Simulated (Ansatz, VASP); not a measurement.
## ScSiS3 in VASP and in Ansatz

```
CELL_PARAMETERS angstrom
3.70763 0.00000 0.00000
0.00000 3.70763 0.00000
0.00000 0.00000 7.58794
ATOMIC_POSITIONS crystal
Sc 0.50000 0.50000 0.50000
Si 0.00000 0.00000 0.50000
S 0.00000 0.00000 0.00000
S 0.50000 0.50000 0.82251
S 0.50000 0.50000 0.17749
```

Alike in both runs: functional PBE; k mesh 6 × 6 × 4; occupations gaussian, width 0.1 eV; no spin polarisation.

Ansatz relaxed the structure, and its values are those at the end. VASP's run is a single point on that final structure, the one shown.

```csv
,VASP,Ansatz
version,VASP 6.6.1,Ansatz 0.2.0
potentials or method,"VASP PAW PBE potentials, release 64 (Sc_sv, Si, S), cutoff 520 eV","scalar-relativistic, plane waves, PAW"
valence electrons in the cell,33,33
```

VASP gave:

* gap on the k mesh at the Fermi level (eV): none
* pressure (GPa): 0.0
* rms of the force components (eV/Å): 0.005

**Question.** What did Ansatz give for the same quantities?

**Answer.** gap on the k mesh at the Fermi level (eV): none; pressure (GPa): -0.1; rms of the force components (eV/Å): 0.001.

A gap of «none» marks a metal or a gap that the smearing closes.
